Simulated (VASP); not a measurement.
# CaB2H2 (P-3m1) in VASP: settings compared, part 2 of 2

VASP 6.6.1. The steps go on from the part before.

## 3. Single point, r2SCAN+D4

POSCAR

```
CaB2H2
1.0
    3.4767192709      0.0000000000      0.0000000000
   -1.7383596355      3.0109272105      0.0000000000
    0.0000000000      0.0000000000      3.9792940000
Ca B H
1 2 2
Direct
    0.0000000000      0.0000000000      0.0000000000
    0.3333333333      0.6666666667      0.4628360000
    0.6666666667      0.3333333333      0.5371640000
    0.3333333333      0.6666666667      0.1511690000
    0.6666666667      0.3333333333      0.8488310000
```

INCAR.step1

```
SYSTEM = CaB2H2
PREC = Accurate
ENCUT = 520
ISMEAR = 0
SIGMA = 0.05
LREAL = .False.
LASPH = .True.
NELM = 100
NBANDS = 17
GGA = PE
ALGO = Normal
EDIFF = 1E-4
LWAVE = .True.
LCHARG = .False.
```

INCAR.step2

```
SYSTEM = CaB2H2
PREC = Accurate
ENCUT = 520
EDIFF = 1E-7
ISMEAR = 0
SIGMA = 0.05
LREAL = .False.
LASPH = .True.
NELM = 100
ALGO = Normal
ISIF = 2
LWAVE = .False.
LCHARG = .False.
METAGGA = R2SCAN
LMIXTAU = .True.
IVDW = 13
VDW_S6 = 1.0
VDW_S8 = 0.6018749
VDW_A1 = 0.51559235
VDW_A2 = 5.77342911
NBANDS = 17
ISTART = 1
```

KPOINTS

```
Automatic mesh
0
Gamma
  9 9 7
  0 0 0
```

Potentials or basis: VASP PAW PBE potentials, release 64 (Ca_sv, B, H).

Run with:

```bash
> cat potpaw_PBE.64/Ca_sv/POTCAR potpaw_PBE.64/B/POTCAR potpaw_PBE.64/H/POTCAR > POTCAR
> cp INCAR.step1 INCAR
> mpirun -np 1 vasp_std > vasp.out
> cp INCAR.step2 INCAR
> mpirun -np 1 vasp_std > vasp.out
```

OUTCAR:

```text
SYSTEM = CaB2H2
   PREC = Accurate
   ENCUT = 520
   EDIFF = 1E-7
   ISMEAR = 0
   LREAL = .False.
   LASPH = .True.
   NELM = 100
   ISIF = 2
   METAGGA = R2SCAN
   IVDW = 13
   ISTART = 1

 ion  position               nearest neighbor table
   1  0.000  0.000  0.000-
   2  0.333  0.667  0.463-   4 1.24   3 2.03   3 2.03   3 2.03
   3  0.667  0.333  0.537-   5 1.24   2 2.03   2 2.03   2 2.03
   4  0.333  0.667  0.151-   2 1.24
   5  0.667  0.333  0.849-   3 1.24

  LATTYP: Found a hexagonal cell.
 ALAT       =     3.4767192709
 C/A-ratio  =     1.1445543025

  Lattice vectors:

 A1 = (   3.4767192709,   0.0000000000,   0.0000000000)
 A2 = (  -1.7383596355,   3.0109272105,   0.0000000000)
 A3 = (   0.0000000000,   0.0000000000,   3.9792940000)

Analysis of symmetry for initial positions (statically):
=====================================================================
 Subroutine PRICEL returns:
 Original cell was already a primitive cell.

 Routine SETGRP: Setting up the symmetry group for a
 hexagonal supercell.

 Subroutine GETGRP returns: Found 12 space group operations
 (whereof 12 operations were pure point group operations)
[... 176 lines left out ...]
 Fermi energy:         5.0608778074

 k-point     1 :       0.0000    0.0000    0.0000
  band No.  band energies     occupation
      1     -37.1252      2.00000
      2     -17.2950      2.00000
      3     -17.2074      2.00000
      4     -17.2074      2.00000
      5      -7.6993      2.00000
      6      -1.8401      2.00000
[... 457 lines left out ...]
      4     -17.2447      2.00000
      5      -6.2664      2.00000
      6      -2.8784      2.00000
[... 9 lines left out ...]
     16      11.9894      0.00000
     17      13.9286      0.00000

 [... further k-points ...]

------------------------ aborting loop because EDIFF is reached ----------------------------------------

  DFT-D4 for vdW energy calculation

  Edisp (eV):   -0.31155

  FORCE on cell =-STRESS in cart. coord.  units (eV):
  Direction    XX          YY          ZZ          XY          YZ          ZX
  --------------------------------------------------------------------------------------
  -------------------------------------------------------------------------------------
  Total      -0.34619    -0.34619    -0.52357     0.00000     0.00000    -0.00000
  in kB     -13.31515   -13.31515   -20.13749     0.00000     0.00000    -0.00000
  external pressure =      -15.59 kB  Pullay stress =        0.00 kB

 VOLUME and BASIS-vectors are now :
 -----------------------------------------------------------------------------
  energy-cutoff  :      520.00
  volume of cell :       41.66
      direct lattice vectors                 reciprocal lattice vectors
     3.476719271  0.000000000  0.000000000     0.287627479  0.166061803  0.000000000
    -1.738359635  3.010927210  0.000000000     0.000000000  0.332123605  0.000000000
     0.000000000  0.000000000  3.979294000     0.000000000  0.000000000  0.251300859

 POSITION                                       TOTAL-FORCE (eV/Angst)
 -----------------------------------------------------------------------------------
      0.00000      0.00000      0.00000         0.000000      0.000000      0.000000
     -0.00000      2.00728      1.84176         0.000000      0.000000     -0.230417
      1.73836      1.00364      2.13753        -0.000000      0.000000      0.230417
     -0.00000      2.00728      0.60155         0.000000      0.000000      0.150528
      1.73836      1.00364      3.37775        -0.000000     -0.000000     -0.150528
 -----------------------------------------------------------------------------------
    total drift:                               -0.000000     -0.000000     -0.000000

  FREE ENERGIE OF THE ION-ELECTRON SYSTEM (eV)
  ---------------------------------------------------
  free  energy   TOTEN  =       -30.2412932753 eV

  energy  without entropy=      -30.2412932727  energy(sigma->0) =      -30.24129327
```

OSZICAR.step1:

```text
N       E                     dE             d eps       ncg     rms          rms(c)
DAV:   1     0.101071463191E+03    0.10107E+03   -0.88524E+03  2346   0.103E+03
DAV:   2    -0.201123203303E+02   -0.12118E+03   -0.11702E+03  2725   0.260E+02
DAV:   3    -0.240035418425E+02   -0.38912E+01   -0.38632E+01  3345   0.445E+01
DAV:   4    -0.241515040187E+02   -0.14796E+00   -0.14783E+00  3272   0.695E+00
DAV:   5    -0.241535406752E+02   -0.20367E-02   -0.20365E-02  3312   0.778E-01    0.690E+00
DAV:   6    -0.232855011478E+02    0.86804E+00   -0.65364E-01  2939   0.552E+00    0.365E+00
DAV:   7    -0.230514657425E+02    0.23404E+00   -0.49995E-01  3093   0.441E+00    0.713E-01
DAV:   8    -0.230517232847E+02   -0.25754E-03   -0.92004E-02  3126   0.220E+00    0.203E-01
DAV:   9    -0.230519632608E+02   -0.23998E-03   -0.33890E-03  3063   0.417E-01    0.110E-01
DAV:  10    -0.230521292039E+02   -0.16594E-03   -0.69262E-04  2923   0.203E-01    0.188E-02
DAV:  11    -0.230521335565E+02   -0.43527E-05   -0.38117E-05  1420   0.453E-02
   1 F= -.23052134E+02 E0= -.23052125E+02  d E =-.172764E-04
```

It took 1.7 min on 1 thread of Intel Xeon 6975P-C (Granite Rapids), shared host; peak memory 0.2 GiB.

What came out:

- Free energy: -30.2413 eV
- Pressure: -1.6 GPa
- Largest force: 0.230 eV/Å
- Band gap on the k mesh: 0.35 eV, indirect (least direct gap 2.17 eV)
- Dispersion energy per atom: -0.062 eV

Forces on the atoms (eV/Å):
```
Ca   0.000  0.000  0.000
B    0.000  0.000 -0.230
B    0.000  0.000  0.230
H    0.000  0.000  0.151
H    0.000  0.000 -0.151
```

Stress tensor (GPa, compression positive):
```
-1.33  0.00  0.00
 0.00 -1.33  0.00
 0.00  0.00 -2.01
```

Levels at points of the mesh, in eV from the valence-band top:
| k point | band 6 | band 7 | band 8 | band 9 | band 10 | band 11 | band 12 | band 13 |
| --- | --- | --- | --- | --- | --- | --- | --- | --- |
| (0.00, 0.00, 0.00) | -6.73 | -3.93 | -0.83 | -0.83 | 2.17 | 4.74 | 5.15 | 5.15 |

Caveat: the PAW data sets were made with another functional, which shifts forces and pressure a little. A k mesh can miss the band edges.

## 4. Single point, BLYP+D3(BJ) (atoms moved at random)

INCAR

```
  AGGAC = 1.0
  AGGAX = 1.0
  ALDAC = 0.0
  ALDAX = 1.0
  ALGO = Normal
  EDIFF = 1E-6
  ENCUT = 520
  GGA = B5
  ISIF = 2
  ISMEAR = -1
  IVDW = 12
  LASPH = T
  LCHARG = F
  LREAL = F
  LWAVE = F
  NBANDS = 17
  NELM = 60
  PREC = Accurate
  SIGMA = 0.05
  VDW_A1 = 0.4298
  VDW_A2 = 4.2359
  VDW_S6 = 1.0
  VDW_S8 = 2.6996
```

KPOINTS

```
k-points
0
Gamma
  9 9 7
```

POSCAR

```
CaB2H2
1.0
    3.4767192700      0.0000000000      0.0000000000
   -1.7383596350      3.0109272096      0.0000000000
    0.0000000000      0.0000000000      3.9792940000
Ca B H
1 2 2
Direct
    0.0009507383     -0.0003550781      0.9992216368
    0.6676173091      0.3329742372      0.5384991609
    0.3342895894      0.6663323708      0.4599654543
    0.6676354516      0.3329773011      0.8450940391
    0.3342629116      0.6663201690      0.1533667089
```

Run with:

```bash
> cat potpaw_PBE.64/Ca_sv/POTCAR potpaw_PBE.64/B/POTCAR potpaw_PBE.64/H/POTCAR > POTCAR
> mpirun -np 1 vasp_std > vasp.out
```

Wall time 81 s (1 thread of Intel Xeon 6975P-C (Granite Rapids), shared host); peak memory 0.34 GiB.

The run converged. Its results:

```yaml
Free_energy: -23.4368 eV
Pressure: -4.8 GPa
Largest_force: 0.019 eV/Å
Band_gap_on_the_k_mesh: 0.33 eV, indirect (least direct gap 1.98 eV)
Dispersion_energy_per_atom: -0.446 eV
```

Forces in eV/Å, atoms in the order of the input:
```
Ca   0.000  0.000  0.000
B    0.000  0.000  0.008
B    0.000  0.000 -0.008
H    0.000  0.000 -0.019
H    0.001  0.000  0.019
```

Stress tensor (GPa, compression positive):
```
-5.45  0.00  0.00
 0.00 -5.45  0.00
 0.00  0.00 -3.40
```

Levels at points of the mesh, in eV from the valence-band top:
```tsv
k point	band 5	band 6	band 7	band 8	band 9	band 10	band 11	band 12	band 13	band 14
(0.00, 0.00, 0.00)	-11.83	-6.53	-3.78	-0.82	-0.82	2.23	4.19	4.60	4.60	5.02
```

Caveat: the cell differs from its parent crystal (atoms moved at random); the PAW data sets were made with another functional, which shifts forces and pressure a little. A k mesh can miss the band edges.

## 5. The runs side by side

```csv
level,smearing,gap on the mesh (eV),pressure (GPa),largest force (eV/Å)
PBE+D4,gaussian 0.1 eV,0.18,-3.5,0.04
r2SCAN+D4,gaussian 0.05 eV,0.35,-1.6,0.23
BLYP+D3(BJ),fermi-dirac 0.05 eV,0.33,-4.8,0.02
```

Some of these runs hold the atoms at other places in the same cell, which the table doesn't show; runs alike in all that it shows share one row.

Alike in all rows: task single point; potentials or basis VASP PAW PBE potentials, release 64 (Ca_sv, B, H); no spin polarisation; cell as given; k mesh 9 × 9 × 7; cutoff (eV) 520.

Caveats: the PAW data sets were made with another functional, which shifts forces and pressure a little (some runs).

Total energies depend on the potentials used, so only differences within one code and one set of settings carry meaning.
